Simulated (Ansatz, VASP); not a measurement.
# Hg2TeF2 in VASP and in Ansatz

```xyz
10
Lattice="7.2065 0.0000 0.0000 0.0000 8.6149 0.0000 0.0000 0.0000 3.1880" Properties=species:S:1:pos:R:3 pbc="T T T"
Hg    1.1418    5.7678    0.0000
Hg    6.0646    2.8471    0.0000
Hg    4.7451    7.1546    0.0000
Hg    2.4614    1.4603    0.0000
Te    3.6032    4.3075    0.0000
Te    0.0000    0.0000    0.0000
F     2.9557    7.3542    1.5940
F     4.2508    1.2607    1.5940
F     6.5589    5.5682    1.5940
F     0.6475    3.0467    1.5940
```

Change from the starting cell: species swapped into the Cs2HgSe2 type (Pbam, No. 55).

Alike in both runs: functional PBE; k mesh 2 × 2 × 3; occupations gaussian, width 0.15 eV; no spin polarisation.

Ansatz relaxed the structure, and its values are those at the end. VASP's run is a single point on that final structure, the one shown.

|  | VASP | Ansatz |
| --- | --- | --- |
| version | VASP 6.6.1 | Ansatz 0.2.0 |
| potentials or method | VASP PAW PBE potentials, release 64 (Hg, Te, F), cutoff 520 eV | scalar-relativistic, plane waves, PAW |
| valence electrons in the cell | 88 | 140 |

Ansatz gave:

```
gap on the k mesh at the Fermi level (eV) : none
pressure (GPa)                            : -0.1
rms of the force components (eV/Å)        : 0.013
```

**Question.** Which values does VASP return?

**Answer.** gap on the k mesh at the Fermi level (eV): none; pressure (GPa): 0.1; rms of the force components (eV/Å): 0.036.

A gap of «none» marks a metal or a gap that the smearing closes. VASP's potentials hold 88 valence electrons a cell and Ansatz's 140, so a difference there can come from the potentials and not from the codes.

The k mesh is coarse, so the values compare programs but aren't converged. Spin-orbit coupling is off throughout.
